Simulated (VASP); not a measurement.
Here is a VASP 6.6.1 calculation.

The input INCAR:

```
SYSTEM = Si4PI
PREC = Accurate
ENCUT = 600
EDIFF = 1E-6
ISMEAR = 0
SIGMA = 0.1
LREAL = .False.
LASPH = .True.
NELM = 100
ALGO = Normal
ISIF = 3
LWAVE = .False.
LCHARG = .False.
GGA = PE
IBRION = 2
NSW = 90
EDIFFG = -0.04
```

KPOINTS

```
Automatic mesh
0
Gamma
  6 6 2
  0 0 0
```

Contents of POSCAR:

```
Si4PI
1.0
    4.3467526900      0.0000000000      0.0000000000
   -2.1733763400      3.7643982500      0.0000000000
    0.0000000000      0.0000000000      8.7673771000
Si P I
4 1 1
Direct
    0.0000000000      0.0000000000      0.2439245000
    0.0000000000      0.0000000000      0.7560755000
    0.3333333300      0.6666666700      0.0000000000
    0.6666666700      0.3333333300      0.0000000000
    0.0000000000      0.0000000000      0.5000000000
    0.0000000000      0.0000000000      0.0000000000
```

Potentials or basis: VASP PAW PBE potentials, release 64 (Si, P, I).

Launch:

```console
$ cat potpaw_PBE.64/Si/POTCAR potpaw_PBE.64/P/POTCAR potpaw_PBE.64/I/POTCAR > POTCAR
$ mpirun -np 1 vasp_std > vasp.out
```

Q: Predict the band gap on the k mesh.

A: Zero (bands 14 and 15 overlap by 0.93 eV).

Q: Estimate the relaxed volume.

A: 40.67 Å³/atom.

Final structure:
```xyz
6
Lattice="4.9708 0.0000 0.0000 -2.4854 4.3048 0.0000 0.0000 0.0000 11.4044" Properties=species:S:1:pos:R:3 pbc="T T T"
Si    4.9708    0.0000    3.5874
Si    2.4854    4.3048    7.8170
Si    0.0000    2.8699    0.0000
Si    2.4854    1.4349    0.0000
P     2.4854    4.3048    5.7022
I     2.4854    4.3048    0.0000
```

Caveat: the volume moved by over 15 % at a fixed basis, so the end points are rough; spin-orbit coupling is left out, which moves the levels of the heavy elements.
